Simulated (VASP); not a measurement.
# Nb16O (a cell with a defect) in VASP: single point with PBE

Aim: the single point of Nb16O (a cell with a defect) with PBE.

All numbers are computed with VASP 6.6.1; they aren't measurements. Logs are shortened: lines on timing, memory, paths and dates and some standing lists are left out, and cuts for length are marked.

## 1. The cell of the first run

The cell holds a defect, 17 atoms: a = 6.685 Å, b = 6.685 Å, c = 6.685 Å, α = 90.00°, β = 90.00°, γ = 90.00°.

## 2. Single point, PBE

INCAR reads:

```
  PREC = Accurate
  ENCUT = 520
  EDIFF = 1E-6
  ISMEAR = -1
  SIGMA = 0.5
  LREAL = F
  LASPH = T
  NELM = 120
  ALGO = Normal
  ISIF = 2
  LWAVE = F
  LCHARG = T
  GGA = PE
  LELF = T
  LVHAR = T
  NBANDS = 121
  GGA_COMPAT = F
```

KPOINTS reads:

```
Automatic mesh
0
Gamma
  3 3 3
```

POSCAR reads:

```
Nb16O
1.0
    6.6851643200      0.0000000000      0.0000000000
    0.0000000000      6.6851643200      0.0000000000
    0.0000000000      0.0000000000      6.6851643200
Nb O
16 1
Direct
   -0.0045523189     -0.0122849636      0.0006025282
    0.2499757553      0.2331911267      0.2298446121
   -0.0052776564     -0.0140828251      0.5006007092
    0.2499895171      0.2332600854      0.7714205296
   -0.0001899729      0.4928424856      0.0006659522
    0.2501103817      0.7500288340      0.2454811761
   -0.0205824410      0.5029106001      0.5007012303
    0.2501616894      0.7501953221      0.7559196391
    0.5043057790     -0.0120752454      0.0006506946
    0.7498939084      0.2429826587      0.2503105264
    0.5052263248     -0.0136968959      0.5006542607
    0.7499380359      0.2431132463      0.7509472856
    0.5004720662      0.4932794232      0.0007135202
    0.7501024298      0.7482275320      0.2463053892
    0.5206986445      0.5029650490      0.5007091583
    0.7501465574      0.7483124962      0.7551257917
    0.2499794949      0.3680392706      0.5006077397
```

Potentials or basis: VASP PAW PBE potentials, release 64 (Nb_sv, O).

Launch:

```
> cat potpaw_PBE.64/Nb_sv/POTCAR potpaw_PBE.64/O/POTCAR > POTCAR
> mpirun -np 1 vasp_std > vasp.out
```

OUTCAR:

```text
PREC = Accurate
   ENCUT = 520
   EDIFF = 1E-6
   ISMEAR = -1
   LREAL = F
   LASPH = T
   NELM = 120
   ISIF = 2
   GGA = PE

 ion  position               nearest neighbor table
   1  0.995  0.988  0.001-   2 2.82   4 2.82  16 2.82  14 2.82   8 2.85   6 2.85  10 2.90  12 2.90

   2  0.250  0.233  0.230-  17 2.02   9 2.82   1 2.82   5 2.86  13 2.86  11 2.99   3 2.99
   3  0.995  0.986  0.501-  14 2.84  16 2.84   6 2.88   8 2.88  10 2.90  12 2.90   2 2.99   4 2.99

   4  0.250  0.233  0.771-  17 2.02   9 2.82   1 2.82   5 2.86  13 2.86  11 2.99   3 2.99
   5  1.000  0.493  0.001-   2 2.86   4 2.86  12 2.89  10 2.89  16 2.90  14 2.90   6 2.90   8 2.90

   6  0.250  0.750  0.245-   9 2.85   1 2.85   3 2.88  11 2.88  13 2.90   5 2.90  15 2.99   7 2.99

   7  0.979  0.503  0.501-  17 2.02  14 2.82  16 2.82  12 2.86  10 2.86   6 2.99   8 2.99
   8  0.250  0.750  0.756-   9 2.84   1 2.85  11 2.88   3 2.88  13 2.90   5 2.90  15 2.99   7 2.99

   9  0.504  0.988  0.001-   2 2.82   4 2.82  16 2.82  14 2.82   8 2.84   6 2.85  10 2.90  12 2.90

  10  0.750  0.243  0.250-  15 2.86   7 2.86  13 2.89   5 2.89   9 2.90   1 2.90  11 2.90   3 2.90

  11  0.505  0.986  0.501-  14 2.85  16 2.85   8 2.88   6 2.88  10 2.90  12 2.90   2 2.99   4 2.99

  12  0.750  0.243  0.751-  15 2.86   7 2.86   5 2.89  13 2.89   9 2.90   1 2.90  11 2.90   3 2.90

  13  0.500  0.493  0.001-   2 2.86   4 2.86  10 2.89  12 2.89  14 2.90  16 2.90   6 2.90   8 2.90

  14  0.750  0.748  0.246-   7 2.82  15 2.82   1 2.82   9 2.82   3 2.84  11 2.85  13 2.90   5 2.90

  15  0.521  0.503  0.501-  17 2.02  14 2.82  16 2.82  12 2.86  10 2.86   6 2.99   8 2.99
  16  0.750  0.748  0.755-   7 2.82  15 2.82   1 2.82   9 2.82   3 2.84  11 2.85  13 2.90   5 2.90

  17  0.250  0.368  0.501-   7 2.02  15 2.02   2 2.02   4 2.02

  LATTYP: Found a simple cubic cell.
 ALAT       =     6.6851643200

  Lattice vectors:

 A1 = (   6.6851643200,   0.0000000000,   0.0000000000)
 A2 = (   0.0000000000,   6.6851643200,   0.0000000000)
 A3 = (   0.0000000000,   0.0000000000,   6.6851643200)

Analysis of symmetry for initial positions (statically):
=====================================================================
 Subroutine PRICEL returns:
 Original cell was already a primitive cell.

 Routine SETGRP: Setting up the symmetry group for a
 simple cubic supercell.

 Subroutine GETGRP returns: Found  1 space group operations
 (whereof  1 operations were pure point group operations)
 out of a pool of 48 trial point group operations.

The static configuration has the point symmetry C_1 .

Analysis of symmetry for dynamics (positions and initial velocities):
=====================================================================
 Subroutine PRICEL returns:
 Original cell was already a primitive cell.

 Routine SETGRP: Setting up the symmetry group for a
 simple cubic supercell.

 Subroutine GETGRP returns: Found  1 space group operations
 (whereof  1 operations were pure point group operations)
 out of a pool of 48 trial point group operations.

The dynamic configuration has the point symmetry C_1 .

 Subroutine INISYM returns: Found  1 space group operations
 (whereof  1 operations are pure point group operations),
 and found     1 'primitive' translations

----------------------------------------------------------------------------------------

                                     Primitive cell

  volume of cell :     298.7695

  direct lattice vectors                    reciprocal lattice vectors
     6.685164320  0.000000000  0.000000000     0.149584954  0.000000000  0.000000000
     0.000000000  6.685164320  0.000000000     0.000000000  0.149584954  0.000000000
     0.000000000  0.000000000  6.685164320     0.000000000  0.000000000  0.149584954

  length of vectors
     6.685164320  6.685164320  6.685164320     0.149584954  0.149584954  0.149584954

  position of ions in fractional coordinates (direct lattice)
     0.995447681  0.987715036  0.000602528
     0.249975755  0.233191127  0.229844612
     0.994722344  0.985917175  0.500600709
     0.249989517  0.233260085  0.771420530
     0.999810027  0.492842486  0.000665952
     0.250110382  0.750028834  0.245481176
[... 9 lines left out ...]
     0.750146557  0.748312496  0.755125792
     0.249979495  0.368039271  0.500607740

  ion indices of the primitive-cell ions
   primitive index   ion index
                 1           1
                 2           2
                 3           3
                 4           4
                 5           5
                 6           6
[... 9 lines left out ...]
                16          16
                17          17

----------------------------------------------------------------------------------------

 KPOINTS: Automatic mesh

Automatic generation of k-mesh.
 Grid dimensions read from file:
 generate k-points for:    3    3    3

 Generating k-lattice:

  Cartesian coordinates                     Fractional coordinates (reciprocal lattice)
     0.049861651  0.000000000  0.000000000     0.333333333  0.000000000  0.000000000
     0.000000000  0.049861651  0.000000000     0.000000000  0.333333333  0.000000000
     0.000000000  0.000000000  0.049861651     0.000000000  0.000000000  0.333333333

  Length of vectors
     0.049861651  0.049861651  0.049861651

  Shift w.r.t. Gamma in fractional coordinates (k-lattice)
     0.000000000  0.000000000  0.000000000

 Subroutine IBZKPT returns following result:
 ===========================================

 Found     14 irreducible k-points:

 Following reciprocal coordinates:
            Coordinates               Weight
  0.000000  0.000000  0.000000      1.000000
  0.333333  0.000000  0.000000      2.000000
  0.000000  0.333333  0.000000      2.000000
  0.000000  0.000000  0.333333      2.000000
  0.333333  0.333333  0.000000      2.000000
  0.000000  0.333333  0.333333      2.000000
  0.333333  0.000000  0.333333      2.000000
 -0.333333  0.333333  0.000000      2.000000
 -0.333333  0.000000  0.333333      2.000000
  0.000000 -0.333333  0.333333      2.000000
  0.333333  0.333333  0.333333      2.000000
 -0.333333  0.333333  0.333333      2.000000
 -0.333333 -0.333333  0.333333      2.000000
  0.333333 -0.333333  0.333333      2.000000
   k-points           NKPTS =     14   k-points in BZ     NKDIM =     14   number of bands    NBANDS=    121
   number of dos      NEDOS =    301   number of ions     NIONS =     17
   total plane-waves  NPLWV = 125000
   dimension x,y,z NGX =    50 NGY =   50 NGZ =   50
   dimension x,y,z NGXF=   100 NGYF=  100 NGZF=  100
   ions per type =              16   1
   NGX,Y,Z   is equivalent  to a cutoff of  12.43, 12.43, 12.43 a.u.
   NGXF,Y,Z  is equivalent  to a cutoff of  24.87, 24.87, 24.87 a.u.
 SYSTEM =  unknown system
   PREC   = accura    normal or accurate (medium, high low for compatibility)
   ISTART =      0    job   : 0-new  1-cont  2-samecut
   ICHARG =      2    charge: 1-file 2-atom 10-const
   ISPIN  =      1    spin polarized calculation?
   LNONCOLLINEAR =      F non collinear calculations
   LSORBIT =      F    spin-orbit coupling
   LASPH  =      T    aspherical Exc in radial PAW
   ENCUT  =  520.0 eV  38.22 Ry    6.18 a.u.  12.43 12.43 12.43*2*pi/ulx,y,z
   NELM   =    120;   NELMIN=  2; NELMDL= -5     # of ELM steps
   EDIFF  = 0.1E-05   stopping-criterion for ELM
   LREAL  =      F    real-space projection
   EDIFFG = 0.1E-04   stopping-criterion for IOM
   NSW    =      0    number of steps for IOM
   IBRION =     -1    ionic relax: 0-MD 1-quasi-New 2-CG
   NFREE  =      0    steps in history (QN), initial steepest desc. (CG)
   ISIF   =      2    stress and relaxation
   ISYM   =      2    0-nonsym 1-usesym 2-fastsym
   POTIM  = 0.5000    time-step for ionic-motion
   TEBEG  =    0.0;   TEEND  =   0.0 temperature during run
   PSTRESS=    0.0 pullay stress
   NELECT =     214.0000    total number of electrons
   NUPDOWN=      -1.0000    fix difference up-down
   EMIN   =  10.00;   EMAX   =-10.00  energy-range for DOS
   EFERMI =   0.00;   METHOD = LEGACY
   ISMEAR =    -1;   SIGMA  =   0.50  broadening in eV -4-tet -1-fermi 0-gaus
   EFERMI_NEDOS =   21; number of points for ismear=-14 and -15
   IALGO  =     38    algorithm
   IMIX   =      4    mixing-type and parameters
     AMIX     =   0.40;   BMIX     =  1.00
     AMIX_MAG =   1.60;   BMIX_MAG =  1.00
  volume/ion in A,a.u.               =      17.57       118.60
  Fermi-wavevector in a.u.,A,eV,Ry     =   1.464763  2.768001 29.191713  2.145530
  Thomas-Fermi vector in A             =   2.580700
   LORBIT       =      0    0 simple, 1 ext, 2 COOP (PROOUT), +10 PAW based schemes
   GGA     = PE    functional components
   LHFCALC =     F    Hartree Fock is set to
   AEXX    =    0.0000 exact exchange contribution
   IVDW    =     0    specifies the selected vdW correction
   LEPSILON=     F    determine dielectric tensor
   LRPA    =     F    only Hartree local field effects (RPA)
 non-spin polarized calculation
  energy-cutoff  :      520.00
  volume of cell :      298.77
 maximum number of plane-waves:      8121
 NGX is ok and might be reduce to    50
   NGX = 25   NGY = 25   NGZ = 25

 number of electron     213.9999997 magnetization

 Free energy of the ion-electron system (eV)
  ---------------------------------------------------
  ext. energy  EPLUGINS =         0.00000000
  ---------------------------------------------------
  free energy    TOTEN  =      -178.46662279 eV

  energy without entropy =     -164.72804517  energy(sigma->0) =     -171.59733398

 E-fermi :  11.2294     XC(G=0): -12.4186

 val. band max:       11.2177323901   @ k =   0.3333   0.3333   0.0000
 cond. band min:      11.2351663792   @ k =   0.0000   0.0000   0.0000
 fundamental gap:      0.0174339891
 Fermi energy:        11.2293571859

 k-point     1 :       0.0000    0.0000    0.0000
  band No.  band energies     occupation
      1     -43.5602      2.00000
      2     -43.4870      2.00000
      3     -43.4673      2.00000
      4     -43.4666      2.00000
      5     -43.3319      2.00000
      6     -43.2460      2.00000
[... 111 lines left out ...]
    118      12.9433      0.06287
    119      13.0488      0.05121
[... 1584 lines left out ...]
    118      13.1648      0.04083
    119      13.2498      0.03456
 [bands above 119 left out]

------------------------ aborting loop because EDIFF is reached ----------------------------------------

  FORCE on cell =-STRESS in cart. coord.  units (eV):
  Direction    XX          YY          ZZ          XY          YZ          ZX
  --------------------------------------------------------------------------------------
  -------------------------------------------------------------------------------------
  Total       10.3621284      8.3782855     10.3726101     -0.0162902      0.0008576     -0.0031527
  in kB       55.5678113     44.9292821     55.6240206     -0.0873578      0.0045988     -0.0169067
  external PRESSURE =      52.0403714 kB  Pullay stress =       0.0000000 kB

 VOLUME and BASIS-vectors are now :
 -----------------------------------------------------------------------------
  energy-cutoff  :      520.00
  volume of cell :      298.77
      direct lattice vectors                 reciprocal lattice vectors
     6.685164320  0.000000000  0.000000000     0.149584954  0.000000000  0.000000000
     0.000000000  6.685164320  0.000000000     0.000000000  0.149584954  0.000000000
     0.000000000  0.000000000  6.685164320     0.000000000  0.000000000  0.149584954

 POSITION                                       TOTAL-FORCE (eV/Angst)
 -----------------------------------------------------------------------------------
      6.65473      6.60304      0.00403         0.012146      0.006111      0.003683
      1.67113      1.55892      1.53655        -0.001778      0.023277      0.040755
      6.64988      6.59102      3.34660         0.004540      0.004550      0.002640
      1.67122      1.55938      5.15707        -0.001101      0.022936     -0.039153
      6.68389      3.29473      0.00445        -0.008195      0.009070      0.000111
      1.67203      5.01407      1.64108        -0.003207      0.005578     -0.001114
[... 9 lines left out ...]
      5.01485      5.00259      5.04814        -0.007534     -0.001279     -0.005699
      1.67115      2.46040      3.34664         0.011361     -0.009760     -0.000342
 -----------------------------------------------------------------------------------
    total drift:                                0.000030      0.000511      0.000038

  FREE ENERGIE OF THE ION-ELECTRON SYSTEM (eV)
  ---------------------------------------------------
  free  energy   TOTEN  =      -178.4666227873 eV

  energy  without entropy=     -164.7280451667  energy(sigma->0) =     -171.59733398
```

Run time: 57 min. Hardware: 1 thread of Intel Xeon 8259CL, shared host; peak memory 0.57 GiB.

Results:

```yaml
Free_energy: -178.4666 eV
Pressure: 5.2 GPa
Largest_force: 0.047 eV/Å
Band_gap_on_the_k_mesh: zero (bands 107 and 108 overlap by 1.16 eV)
```

Forces in eV/Å, atoms in the order of the input:
```
Nb   0.012  0.006  0.004
Nb  -0.002  0.023  0.041
Nb   0.005  0.005  0.003
Nb  -0.001  0.023 -0.039
Nb  -0.008  0.009  0.000
Nb  -0.003  0.006 -0.001
Nb   0.024 -0.020 -0.001
Nb  -0.006 -0.002 -0.002
Nb   0.008 -0.004  0.001
Nb   0.006  0.007 -0.001
Nb   0.000 -0.013  0.000
Nb   0.004  0.001  0.004
Nb  -0.002 -0.012 -0.002
Nb  -0.005  0.002  0.000
Nb  -0.034 -0.020  0.000
Nb  -0.008 -0.001 -0.006
O    0.011 -0.010  0.000
```

Stress tensor (GPa, compression positive):
```
 5.56 -0.01  0.00
-0.01  4.49  0.00
 0.00  0.00  5.56
```

Caveat: so wide a smearing shifts energies and pressures.
